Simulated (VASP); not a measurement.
# SiC (Moissanite 3C) (F-43m) in VASP: further runs, part 2 of 2

VASP 6.6.1. The steps go on from the part before.

### 4 Single point, PBEsol

Contents of INCAR:

```
PREC     = Accurate       # precision mode
ENCUT    = 600            # plane-wave cutoff, eV
EDIFF    = 1E-6           # SCF threshold, eV
ISMEAR   = 0              # smearing method
SIGMA    = 0.1            # smearing width, eV
LREAL    = F              # projectors in reciprocal space
LASPH    = T              # aspherical terms in the spheres
NELM     = 120            # most SCF steps
ALGO     = Normal         # electronic algorithm
ISIF     = 2              # what is computed and relaxed
LWAVE    = F              # write WAVECAR
LCHARG   = F              # write CHGCAR
GGA      = PS             # functional
NBANDS   = 11             # bands
GGA_COMPAT= F
```

Contents of KPOINTS:

```
Automatic mesh
0
Gamma
  8 8 8
```

Contents of POSCAR:

```
SiC
1.0
    0.0000000000      2.1790000000      2.1790000000
    2.1790000000      0.0000000000      2.1790000000
    2.1790000000      2.1790000000      0.0000000000
Si C
1 1
Direct
    0.0000000000      0.0000000000      0.0000000000
    0.7500000000      0.7500000000      0.7500000000
```

Potentials or basis: VASP PAW PBE potentials, release 64 (Si, C).

Run with:

```console
cat potpaw_PBE.64/Si/POTCAR potpaw_PBE.64/C/POTCAR > POTCAR
mpirun -np 1 vasp_std > vasp.out
```

OUTCAR:

```text
PREC = Accurate
   ENCUT = 600
   EDIFF = 1E-6
   ISMEAR = 0
   LREAL = F
   LASPH = T
   NELM = 120
   ISIF = 2
   GGA = PS

 ion  position               nearest neighbor table
   1  0.000  0.000  0.000-   2 1.89   2 1.89   2 1.89   2 1.89
   2  0.750  0.750  0.750-   1 1.89   1 1.89   1 1.89   1 1.89

  LATTYP: Found a face centered cubic cell.
 ALAT       =     4.3580000000

  Lattice vectors:

 A1 = (   0.0000000000,   2.1790000000,   2.1790000000)
 A2 = (   2.1790000000,   0.0000000000,   2.1790000000)
 A3 = (   2.1790000000,   2.1790000000,   0.0000000000)
[... 512 lines left out ...]
      6      15.2490      0.00000
      7      18.1384      0.00000
      8      18.9781      0.00000
      9      21.3782      0.00000
     10      24.1814      0.00000
     11      27.2228      0.00000

 [... further k-points ...]
[... 5 lines left out ...]
  --------------------------------------------------------------------------------------
  -------------------------------------------------------------------------------------
  Total        0.0063945      0.0063945      0.0063945      0.0000000     -0.0000000     -0.0000000
  in kB        0.4951273      0.4951273      0.4951273      0.0000000     -0.0000000     -0.0000000
  external PRESSURE =       0.4951273 kB  Pullay stress =       0.0000000 kB

 VOLUME and BASIS-vectors are now :
 -----------------------------------------------------------------------------
  energy-cutoff  :      600.00
  volume of cell :       20.69
      direct lattice vectors                 reciprocal lattice vectors
     0.000000000  2.179000000  2.179000000    -0.229463056  0.229463056  0.229463056
     2.179000000  0.000000000  2.179000000     0.229463056 -0.229463056  0.229463056
     2.179000000  2.179000000  0.000000000     0.229463056  0.229463056 -0.229463056

 POSITION                                       TOTAL-FORCE (eV/Angst)
 -----------------------------------------------------------------------------------
      0.00000      0.00000      0.00000        -0.000000      0.000000      0.000000
      3.26850      3.26850      3.26850         0.000000     -0.000000     -0.000000
 -----------------------------------------------------------------------------------
    total drift:                                0.000000      0.000000      0.000000

  FREE ENERGIE OF THE ION-ELECTRON SYSTEM (eV)
  ---------------------------------------------------
  free  energy   TOTEN  =       -15.9149594090 eV

  energy  without entropy=      -15.9149594090  energy(sigma->0) =      -15.91495941
```

OSZICAR:

```text
N       E                     dE             d eps       ncg     rms          rms(c)
DAV:   1     0.523279537703E+01    0.52328E+01   -0.42458E+03   646   0.696E+02
DAV:   2    -0.170400127720E+02   -0.22273E+02   -0.21388E+02   814   0.118E+02
DAV:   3    -0.177101551968E+02   -0.67014E+00   -0.66893E+00   799   0.168E+01
DAV:   4    -0.177126560002E+02   -0.25008E-02   -0.25006E-02   722   0.130E+00
DAV:   5    -0.177126667989E+02   -0.10799E-04   -0.10799E-04   770   0.814E-02    0.873E+00
DAV:   6    -0.159951207790E+02    0.17175E+01   -0.60391E+00   710   0.109E+01    0.392E+00
DAV:   7    -0.159296084637E+02    0.65512E-01   -0.36770E-01   772   0.342E+00    0.176E+00
DAV:   8    -0.159151183192E+02    0.14490E-01   -0.20685E-02   728   0.922E-01    0.164E-01
DAV:   9    -0.159149139077E+02    0.20441E-03   -0.16450E-03   779   0.217E-01    0.110E-01
DAV:  10    -0.159149590068E+02   -0.45099E-04   -0.12124E-04   737   0.698E-02    0.250E-02
DAV:  11    -0.159149591411E+02   -0.13431E-06   -0.12479E-05   773   0.192E-02    0.591E-03
DAV:  12    -0.159149594090E+02   -0.26787E-06   -0.71791E-07   439   0.521E-03
   1 F= -.15914959E+02 E0= -.15914959E+02  d E =-.126997E-13
```

It took 5.6 s on 1 thread of Intel Xeon Platinum 8559C (Emerald Rapids), shared host; peak memory 0.14 GiB.

What came out:

```yaml
Free_energy: -15.9150 eV
Pressure: 0.0 GPa
Band_gap_on_the_k_mesh: 1.23 eV, indirect (least direct gap 4.44 eV)
```

Levels at points of the mesh, in eV from the valence-band top:
```tsv
k point	band 2	band 3	band 4	band 5	band 6	band 7
(0.00, 0.00, 0.00)	0.00	0.00	0.00	6.19	7.24	7.24
(0.50, 0.00, 0.00)	-8.60	-1.06	-1.06	5.37	7.14	7.14
(0.50, 0.50, 0.00)	-7.83	-3.21	-3.21	1.23	4.20	13.95
```

Caveat: the PAW data sets were made with another functional, which shifts forces and pressure a little.

### 5 Single point, PBEsol

Contents of INCAR:

```
SYSTEM = SiC
PREC     = Accurate       ! precision mode
ENCUT    = 600            ! plane-wave cutoff, eV
EDIFF    = 1E-6           ! SCF threshold, eV
ISMEAR   = 0              ! smearing method
SIGMA    = 0.1            ! smearing width, eV
LREAL    = .False.        ! projectors in reciprocal space
LASPH    = .True.         ! aspherical terms in the spheres
NELM     = 120            ! most SCF steps
ALGO     = Normal         ! electronic algorithm
ISIF     = 2              ! what is computed and relaxed
LWAVE    = .False.        ! write WAVECAR
LCHARG   = .False.        ! write CHGCAR
GGA      = PS             ! functional
NBANDS   = 11             ! bands
GGA_COMPAT= .False.
```

Contents of KPOINTS:

```
regular mesh
0
Gamma
  9 9 9
  0 0 0
```

POSCAR is that of step 4.

Run with:

```console
cat potpaw_PBE.64/Si/POTCAR potpaw_PBE.64/C/POTCAR > POTCAR
mpirun -np 1 vasp_std > vasp.out
```

Wall time 6.9 s (1 thread of Intel Xeon Platinum 8559C (Emerald Rapids), shared host); peak memory 0.15 GiB.

Results (log left out):

```yaml
Free_energy: -15.9158 eV
Pressure: 0.0 GPa
Band_gap_on_the_k_mesh: 1.38 eV, indirect (least direct gap 4.52 eV)
```

Levels at points of the mesh, in eV from the valence-band top:
| k point | band 1 | band 2 | band 3 | band 4 | band 5 | band 6 | band 7 | band 8 | band 9 |
| --- | --- | --- | --- | --- | --- | --- | --- | --- | --- |
| (0.00, 0.00, 0.00) | -15.42 | 0.00 | 0.00 | 0.00 | 6.19 | 7.24 | 7.24 | 7.24 | 14.46 |

Caveat: the PAW data sets were made with another functional, which shifts forces and pressure a little.

### 6 The runs side by side

| level | k mesh | smearing | gap on the mesh (eV) | pressure (GPa) |
| --- | --- | --- | --- | --- |
| PBE | 7 × 7 × 7 | fermi-dirac 0.04 eV | 1.60 | 3.1 |
| PBEsol | 8 × 8 × 8 | gaussian 0.1 eV | 1.23 | 0.0 |
| PBEsol | 9 × 9 × 9 | gaussian 0.1 eV | 1.38 | 0.0 |

Alike in all rows: task single point; potentials or basis VASP PAW PBE potentials, release 64 (Si, C); no spin polarisation; cell as given; cutoff (eV) 600.

On the cell as given the gap runs from 1.23 eV (PBEsol) to 1.60 eV (PBE); the meshes differ, which moves gaps too. The pressure there spans 0.0 GPa (PBEsol) to 3.1 GPa (PBE); a positive pressure means that this level wants a larger cell, a negative one a smaller.

Caveats: the PAW data sets were made with another functional, which shifts forces and pressure a little (some runs).

Total energies depend on the potentials used, so only differences within one code and one set of settings carry meaning.

### 7 How close it comes

Step 4. Against the measured gap of SiC, 2.4 eV (indirect; quoted in “Insight into the structural, elastic and electronic properties of a new orthorhombic 6O-SiC polytype”, 2020, pmc:7200658), the calculated 1.23 eV is off by -1.17 eV. The value is that of PBEsol on a finite k mesh, which can miss the band edges, without temperature or zero-point motion. Semilocal functionals fall short of measured gaps as a rule.

Step 5. Against the measured gap of SiC, 2.4 eV (indirect; quoted in “Insight into the structural, elastic and electronic properties of a new orthorhombic 6O-SiC polytype”, 2020, pmc:7200658), the calculated 1.38 eV is off by -1.02 eV. The value is that of PBEsol on a finite k mesh, which can miss the band edges, without temperature or zero-point motion. Semilocal functionals fall short of measured gaps as a rule.
